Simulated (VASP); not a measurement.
# NiO2 (P6_3/mmc) in VASP: notebook, part 2 of 2

VASP 6.6.1.

## 3. Single point, PBEsol

This run uses another cell than the first one, of the same volume but with other edges.

INCAR reads:

```
SYSTEM = NiO2
PREC = Accurate
ENCUT = 520
EDIFF = 1E-7
ISMEAR = 0
SIGMA = 0.05
LREAL = .FALSE.
LASPH = .TRUE.
NELM = 80
ALGO = Normal
ISIF = 2
LWAVE = .FALSE.
LCHARG = .TRUE.
GGA = PS
LELF = .TRUE.
LVHAR = .TRUE.
NBANDS = 31
```

KPOINTS reads:

```
Automatic mesh
0
G
  12 12 4
  0 0 0
```

POSCAR reads:

```
NiO2
1.0
    2.6192227735      0.0000000000      0.0000000000
   -1.3096113867      2.2683134600      0.0000000000
    0.0000000000      0.0000000000     12.2444397333
Ni O
2 4
Direct
    0.0000000000      0.0000000000      0.0000000000
    0.0000000000      0.0000000000      0.5000000000
    0.6666666667      0.3333333333      0.0860929541
    0.6666666667      0.3333333333      0.4139070459
    0.3333333333      0.6666666667      0.9139070459
    0.3333333333      0.6666666667      0.5860929541
```

Potentials or basis: VASP PAW PBE potentials, release 64 (Ni, O).

Command:

```
$ cat potpaw_PBE.64/Ni/POTCAR potpaw_PBE.64/O/POTCAR > POTCAR
$ mpirun -np 1 vasp_std > vasp.out
```

OUTCAR:

```text
SYSTEM = NiO2
   PREC = Accurate
   ENCUT = 520
   EDIFF = 1E-7
   ISMEAR = 0
   LREAL = .FALSE.
   LASPH = .TRUE.
   NELM = 80
   ISIF = 2
   GGA = PS

 ion  position               nearest neighbor table
   1  0.000  0.000  0.000-   3 1.84   5 1.84   5 1.84   3 1.84   3 1.84   5 1.84
   2  0.000  0.000  0.500-   4 1.84   6 1.84   6 1.84   4 1.84   4 1.84   6 1.84
   3  0.667  0.333  0.086-   1 1.84   1 1.84   1 1.84
   4  0.667  0.333  0.414-   2 1.84   2 1.84   2 1.84
   5  0.333  0.667  0.914-   1 1.84   1 1.84   1 1.84
   6  0.333  0.667  0.586-   2 1.84   2 1.84   2 1.84

  LATTYP: Found a hexagonal cell.
 ALAT       =     2.6192227735
 C/A-ratio  =     4.6748370765

  Lattice vectors:

 A1 = (   2.6192227735,   0.0000000000,   0.0000000000)
 A2 = (  -1.3096113867,   2.2683134600,   0.0000000000)
 A3 = (   0.0000000000,   0.0000000000,  12.2444397333)

Analysis of symmetry for initial positions (statically):
=====================================================================
 Subroutine PRICEL returns:
 Original cell was already a primitive cell.

 Routine SETGRP: Setting up the symmetry group for a
 hexagonal supercell.

 Subroutine GETGRP returns: Found 24 space group operations
 (whereof 12 operations were pure point group operations)
 out of a pool of 24 trial point group operations.

The static configuration has the point symmetry D_3d.
 The point group associated with its full space group is D_6h.

Analysis of symmetry for dynamics (positions and initial velocities):
=====================================================================
 Subroutine PRICEL returns:
 Original cell was already a primitive cell.

 Routine SETGRP: Setting up the symmetry group for a
 hexagonal supercell.

 Subroutine GETGRP returns: Found 24 space group operations
 (whereof 12 operations were pure point group operations)
 out of a pool of 24 trial point group operations.

The dynamic configuration has the point symmetry D_3d.
 The point group associated with its full space group is D_6h.

 Subroutine INISYM returns: Found 24 space group operations
 (whereof 12 operations are pure point group operations),
 and found     1 'primitive' translations

----------------------------------------------------------------------------------------

                                     Primitive cell

  volume of cell :      72.7469

  direct lattice vectors                    reciprocal lattice vectors
     2.619222774  0.000000000  0.000000000     0.381792649  0.220428088  0.000000000
    -1.309611387  2.268313460  0.000000000     0.000000000  0.440856177  0.000000000
     0.000000000  0.000000000 12.244439733     0.000000000  0.000000000  0.081669723

  length of vectors
     2.619222774  2.619222773 12.244439733     0.440856177  0.440856177  0.081669723

  position of ions in fractional coordinates (direct lattice)
     0.000000000  0.000000000  0.000000000
     0.000000000  0.000000000  0.500000000
     0.666666667  0.333333333  0.086092954
     0.666666667  0.333333333  0.413907046
     0.333333333  0.666666667  0.913907046
     0.333333333  0.666666667  0.586092954

  ion indices of the primitive-cell ions
   primitive index   ion index
                 1           1
                 2           2
                 3           3
[... 34 lines left out ...]
  0.166667 -0.000000  0.000000      6.000000
  0.250000  0.000000  0.000000      6.000000
  0.333333 -0.000000  0.000000      6.000000
  0.416667  0.000000  0.000000      6.000000
[... 16 lines left out ...]
  0.250000  0.000000  0.250000     12.000000
  0.333333 -0.000000  0.250000     12.000000
 [... further k-points ...]
   k-points           NKPTS =     57   k-points in BZ     NKDIM =     57   number of bands    NBANDS=     31
   number of dos      NEDOS =    301   number of ions     NIONS =      6
   total plane-waves  NPLWV =  38400
   dimension x,y,z NGX =    20 NGY =   20 NGZ =   96
   dimension x,y,z NGXF=    40 NGYF=   40 NGZF=  192
   ions per type =               2   4
   NGX,Y,Z   is equivalent  to a cutoff of  12.69, 12.69, 13.03 a.u.
   NGXF,Y,Z  is equivalent  to a cutoff of  25.39, 25.39, 26.07 a.u.
 SYSTEM =  NiO2
   PREC   = accura    normal or accurate (medium, high low for compatibility)
   ISTART =      0    job   : 0-new  1-cont  2-samecut
   ICHARG =      2    charge: 1-file 2-atom 10-const
   ISPIN  =      1    spin polarized calculation?
   LNONCOLLINEAR =      F non collinear calculations
   LSORBIT =      F    spin-orbit coupling
   LASPH  =      T    aspherical Exc in radial PAW
   ENCUT  =  520.0 eV  38.22 Ry    6.18 a.u.   4.87  4.87 22.77*2*pi/ulx,y,z
   NELM   =     80;   NELMIN=  2; NELMDL= -5     # of ELM steps
   EDIFF  = 0.1E-06   stopping-criterion for ELM
   LREAL  =      F    real-space projection
   EDIFFG = 0.1E-05   stopping-criterion for IOM
   NSW    =      0    number of steps for IOM
   IBRION =     -1    ionic relax: 0-MD 1-quasi-New 2-CG
   NFREE  =      0    steps in history (QN), initial steepest desc. (CG)
   ISIF   =      2    stress and relaxation
   ISYM   =      2    0-nonsym 1-usesym 2-fastsym
   POTIM  = 0.5000    time-step for ionic-motion
   TEBEG  =    0.0;   TEEND  =   0.0 temperature during run
   PSTRESS=    0.0 pullay stress
   NELECT =      44.0000    total number of electrons
   NUPDOWN=      -1.0000    fix difference up-down
   EMIN   =  10.00;   EMAX   =-10.00  energy-range for DOS
   EFERMI =   0.00;   METHOD = LEGACY
   ISMEAR =     0;   SIGMA  =   0.05  broadening in eV -4-tet -1-fermi 0-gaus
   EFERMI_NEDOS =   21; number of points for ismear=-14 and -15
   IALGO  =     38    algorithm
   IMIX   =      4    mixing-type and parameters
     AMIX     =   0.40;   BMIX     =  1.00
     AMIX_MAG =   1.60;   BMIX_MAG =  1.00
  volume/ion in A,a.u.               =      12.12        81.82
  Fermi-wavevector in a.u.,A,eV,Ry     =   1.384483  2.616293 26.079549  1.916793
  Thomas-Fermi vector in A             =   2.508983
   LORBIT       =      0    0 simple, 1 ext, 2 COOP (PROOUT), +10 PAW based schemes
   GGA     = PS    functional components
   LHFCALC =     F    Hartree Fock is set to
   AEXX    =    0.0000 exact exchange contribution
   IVDW    =     0    specifies the selected vdW correction
   LEPSILON=     F    determine dielectric tensor
   LRPA    =     F    only Hartree local field effects (RPA)
 non-spin polarized calculation
 Gauss-broadening in eV      SIGMA  =   0.05
  energy-cutoff  :      520.00
  volume of cell :       72.75
 maximum number of plane-waves:      2016
 NGX is ok and might be reduce to    20

 number of electron      44.0000038 magnetization

 Free energy of the ion-electron system (eV)
  ---------------------------------------------------
  ext. energy  EPLUGINS =         0.00000000
  ---------------------------------------------------
  free energy    TOTEN  =       -36.83533530 eV

  energy without entropy =      -36.83533530  energy(sigma->0) =      -36.83533530

 E-fermi :   1.0231     XC(G=0):  -9.5798

 val. band max:        0.7233714513   @ k =   0.1667  -0.0000   0.0000
 cond. band min:       2.1954422895   @ k =   0.2500   0.0000   0.0000
 fundamental gap:      1.4720708382
 Fermi energy:         1.0230905949

 k-point     1 :       0.0000    0.0000    0.0000
  band No.  band energies     occupation
      1     -18.9461      2.00000
      2     -18.9419      2.00000
      3     -16.9155      2.00000
      4     -16.9080      2.00000
      5      -5.3013      2.00000
      6      -5.2298      2.00000
[... 805 lines left out ...]
     30      13.8258      0.00000
     31      15.7954      0.00000

 [... further k-points ...]

------------------------ aborting loop because EDIFF is reached ----------------------------------------

  FORCE on cell =-STRESS in cart. coord.  units (eV):
  Direction    XX          YY          ZZ          XY          YZ          ZX
  --------------------------------------------------------------------------------------
  -------------------------------------------------------------------------------------
  Total        8.2085657      8.2085657     -3.0899743      0.0000000      0.0000000      0.0000000
  in kB      180.7854331    180.7854331    -68.0535874      0.0000000      0.0000000      0.0000000
  external PRESSURE =      97.8390929 kB  Pullay stress =       0.0000000 kB

 VOLUME and BASIS-vectors are now :
 -----------------------------------------------------------------------------
  energy-cutoff  :      520.00
  volume of cell :       72.75
      direct lattice vectors                 reciprocal lattice vectors
     2.619222774  0.000000000  0.000000000     0.381792649  0.220428088  0.000000000
    -1.309611387  2.268313460  0.000000000     0.000000000  0.440856177  0.000000000
     0.000000000  0.000000000 12.244439733     0.000000000  0.000000000  0.081669723

 POSITION                                       TOTAL-FORCE (eV/Angst)
 -----------------------------------------------------------------------------------
      0.00000      0.00000      0.00000        -0.000000     -0.000000      0.000000
      0.00000      0.00000      6.12222        -0.000000     -0.000000      0.000000
      1.30961      0.75610      1.05416        -0.000000      0.000000     -0.704334
      1.30961      0.75610      5.06806        -0.000000      0.000000      0.704334
     -0.00000      1.51221     11.19028         0.000000     -0.000000      0.704334
     -0.00000      1.51221      7.17638         0.000000     -0.000000     -0.704334
 -----------------------------------------------------------------------------------
    total drift:                               -0.000000     -0.000000      0.000000

  FREE ENERGIE OF THE ION-ELECTRON SYSTEM (eV)
  ---------------------------------------------------
  free  energy   TOTEN  =       -36.8353353028 eV

  energy  without entropy=      -36.8353353028  energy(sigma->0) =      -36.83533530
```

Wall time 5.3 min (1 thread of Intel Xeon 8259CL, shared host); peak memory 0.25 GiB.

What came out:

```
Free energy            : -36.8353 eV
Pressure               : 9.8 GPa
Largest force          : 0.704 eV/Å
Band gap on the k mesh : 1.47 eV (least direct gap 1.55 eV)
```

Forces on the atoms (eV/Å):
```
Ni   0.000  0.000  0.000
Ni   0.000  0.000  0.000
O    0.000  0.000 -0.704
O    0.000  0.000  0.704
O    0.000  0.000  0.704
O    0.000  0.000 -0.704
```

Caveat: the stress differs along the axes, from -7 to 18 GPa; the PAW data sets were made with another functional, which shifts forces and pressure a little; the run has no spin polarisation, though such a crystal can be magnetic.

## 4. Single point, PBEsol

This run uses another cell than the first one, of the same volume but with other edges.

INCAR reads:

```
SYSTEM = NiO2
  PREC = Accurate
  ENCUT = 520
  EDIFF = 1E-6
  ISMEAR = 0
  SIGMA = 0.05
  LREAL = .False.
  LASPH = .True.
  NELM = 60
  ALGO = Normal
  ISIF = 2
  LWAVE = .False.
  LCHARG = .False.
  GGA = PS
  NBANDS = 31
```

KPOINTS reads:

```
regular mesh
0
Gamma
  12 12 4
  0 0 0
```

POSCAR: that of step 3 with these lines changed.

```diff
@@ -2,5 +2,5 @@
 1.0
-    2.6192227735      0.0000000000      0.0000000000
-   -1.3096113867      2.2683134600      0.0000000000
-    0.0000000000      0.0000000000     12.2444397333
+    2.8617843942      0.0000000000      0.0000000000
+   -1.4308921971      2.4783779855      0.0000000000
+    0.0000000000      0.0000000000     10.2567547732
 Ni O
```

Command:

```
$ cat potpaw_PBE.64/Ni/POTCAR potpaw_PBE.64/O/POTCAR > POTCAR
$ mpirun -np 1 vasp_std > vasp.out
```

Wall time 4 min (1 thread of Intel Xeon 8259CL, shared host); peak memory 0.26 GiB.

Results (log left out):

| Item | Value |
| --- | --- |
| Free energy | -37.4005 eV |
| Pressure | -3.8 GPa |
| Largest force | 0.307 eV/Å |
| Band gap on the k mesh | 0.95 eV (least direct gap 1.24 eV) |

Forces in eV/Å, atoms in the order of the input:
```
Ni   0.000  0.000  0.000
Ni   0.000  0.000  0.000
O    0.000  0.000  0.307
O    0.000  0.000 -0.307
O    0.000  0.000 -0.307
O    0.000  0.000  0.307
```

Stress tensor (GPa, compression positive):
```
-6.94  0.00  0.00
 0.00 -6.94  0.00
 0.00  0.00  2.38
```

Levels at points of the mesh, in eV from the valence-band top:
```tsv
k point	band 18	band 19	band 20	band 21	band 22	band 23	band 24	band 25	band 26	band 27
(0.00, 0.00, 0.00)	-1.20	-1.20	-1.04	-0.19	-0.04	2.19	2.19	2.20	2.20	7.08
(0.50, 0.00, 0.00)	-1.68	-1.67	-1.49	-1.08	-1.03	1.31	1.48	2.11	2.13	11.48
(0.00, 0.00, 0.50)	-1.20	-1.20	-1.20	-0.10	-0.10	2.20	2.20	2.20	2.20	7.64
(0.50, 0.00, 0.50)	-1.68	-1.62	-1.62	-1.05	-1.05	1.40	1.40	2.12	2.12	11.92
```

Caveat: the stress differs along the axes, from -7 to 2 GPa; the PAW data sets were made with another functional, which shifts forces and pressure a little; the run has no spin polarisation, though such a crystal can be magnetic. A k mesh can miss the band edges.

## 5. Single point, PBEsol

This run uses another cell than the first one, of the same volume but with other edges.

INCAR reads:

```
SYSTEM = NiO2
PREC = Accurate
ENCUT = 520
EDIFF = 1E-6
ISMEAR = 0
SIGMA = 0.05
LREAL = .False.
LASPH = .True.
NELM = 80
ALGO = Normal
ISIF = 2
LWAVE = .False.
LCHARG = .False.
GGA = PS
NBANDS = 31
```

KPOINTS is that of step 4.

POSCAR: that of step 4 with these lines changed.

```diff
@@ -2,5 +2,5 @@
 1.0
-    2.8617843942      0.0000000000      0.0000000000
-   -1.4308921971      2.4783779855      0.0000000000
-    0.0000000000      0.0000000000     10.2567547732
+    2.6963025667      0.0000000000      0.0000000000
+   -1.3481512833      2.3350665190      0.0000000000
+    0.0000000000      0.0000000000     11.5543772744
 Ni O
```

Command:

```
$ cat potpaw_PBE.64/Ni/POTCAR potpaw_PBE.64/O/POTCAR > POTCAR
$ mpirun -np 1 vasp_std > vasp.out
```

It took 3.4 min on 1 thread of Intel Xeon 8259CL, shared host; peak memory 0.25 GiB.

It converged, with:

```yaml
Free_energy: -37.3294 eV
Pressure: 5.5 GPa
Largest_force: 0.309 eV/Å
Band_gap_on_the_k_mesh: 1.33 eV (least direct gap 1.48 eV)
```

Forces on the atoms (eV/Å):
```
Ni   0.000  0.000  0.000
Ni   0.000  0.000  0.000
O    0.000  0.000 -0.309
O    0.000  0.000  0.309
O    0.000  0.000  0.309
O    0.000  0.000 -0.309
```

Stress tensor (GPa, compression positive):
```
 9.78  0.00  0.00
 0.00  9.78  0.00
 0.00  0.00 -3.00
```

Levels at points of the mesh, in eV from the valence-band top:
```tsv
k point	band 20	band 21	band 22	band 23	band 24	band 25
(0.00, 0.00, 0.00)	-0.72	-0.30	-0.19	2.52	2.52	2.52
(0.50, 0.00, 0.00)	-1.51	-0.80	-0.79	1.99	2.06	2.38
(0.00, 0.00, 0.50)	-0.73	-0.24	-0.24	2.52	2.52	2.52
(0.50, 0.00, 0.50)	-1.51	-0.79	-0.79	2.02	2.02	2.39
```

Caveat: the stress differs along the axes, from -3 to 10 GPa; the PAW data sets were made with another functional, which shifts forces and pressure a little; the run has no spin polarisation, though such a crystal can be magnetic.

## 6. Overview

| cell | gap on the mesh (eV) | pressure (GPa) | largest force (eV/Å) |
| --- | --- | --- | --- |
| a = 2.938, b = 2.938, c = 9.730 Å, angles 90.0, 90.0, 120.0°, 6 atoms | 0.72 | -8.1 | 0.45 |
| a = 2.619, b = 2.619, c = 12.244 Å, angles 90.0, 90.0, 120.0°, 6 atoms | 1.47 | 9.8 | 0.70 |
| a = 2.862, b = 2.862, c = 10.257 Å, angles 90.0, 90.0, 120.0°, 6 atoms | 0.95 | -3.8 | 0.31 |
| a = 2.696, b = 2.696, c = 11.554 Å, angles 90.0, 90.0, 120.0°, 6 atoms | 1.33 | 5.5 | 0.31 |

Alike in all rows: task single point; level PBEsol; potentials or basis VASP PAW PBE potentials, release 64 (Ni, O); no spin polarisation; k mesh 12 × 12 × 4; cutoff (eV) 520; smearing gaussian 0.05 eV.

Caveats: the PAW data sets were made with another functional, which shifts forces and pressure a little; the run has no spin polarisation, though such a crystal can be magnetic; the stress differs along the axes, from -14 to 3 GPa (at least some runs); semilocal functionals underestimate gaps, and a narrow one can read as zero (at least some runs); the stress differs along the axes, from -7 to 18 GPa (at least some runs); the stress differs along the axes, from -7 to 2 GPa (at least some runs); the stress differs along the axes, from -3 to 10 GPa (at least some runs).

Total energies depend on the potentials used, so only differences within one code and one set of settings carry meaning.
